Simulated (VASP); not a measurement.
Set up this calculation in VASP 6.6.1, as the native input.

```yaml
Task: single point
Functional: PBE
Potentials_or_basis: VASP PAW PBE potentials, release 64 (K_sv, Cl)
Cutoff: 520 eV
k_mesh: 13 × 13 × 13
Occupations: fermi-dirac, width 0.05 eV
Spin: no spin polarisation
Dipole_correction: no
Further_INCAR_settings: ALGO = Normal; EDIFF = 1e-07; NBANDS = 15
```

The structure of KCl (rocksalt type) lies in POSCAR:

```
KCl
1.0
    0.0000000000      3.1680507320      3.1680507320
    3.1680507320      0.0000000000      3.1680507320
    3.1680507320      3.1680507320      0.0000000000
K Cl
1 1
Direct
    0.0000000000      0.0000000000      0.0000000000
    0.5000000000      0.5000000000      0.5000000000
```

This cell differs from its parent crystal: volume scaled by 0.98.

These files were run (other wordings do the same):

INCAR

```
SYSTEM = KCl
PREC = Accurate ; ENCUT = 520
EDIFF = 1E-7 ; ISMEAR = -1
SIGMA = 0.05 ; LREAL = .False.
LASPH = .True. ; NELM = 80
ALGO = Normal ; ISIF = 2
LWAVE = .False. ; LCHARG = .False.
GGA = PE ; NBANDS = 15
```

KPOINTS

```
Automatic mesh
0
Gamma
  13 13 13
  0 0 0
```

Potentials or basis: VASP PAW PBE potentials, release 64 (K_sv, Cl).

Launch:

```console
$ cat potpaw_PBE.64/K_sv/POTCAR potpaw_PBE.64/Cl/POTCAR > POTCAR
$ mpirun -np 1 vasp_std > vasp.out
```

It gave:

```
Pressure               : 0.4 GPa
Band gap on the k mesh : 5.12 eV, direct
```

Run time: 64 s on 1 thread of AMD EPYC 9R14 (Zen 4), on a shared host, peak memory 0.21 GiB.
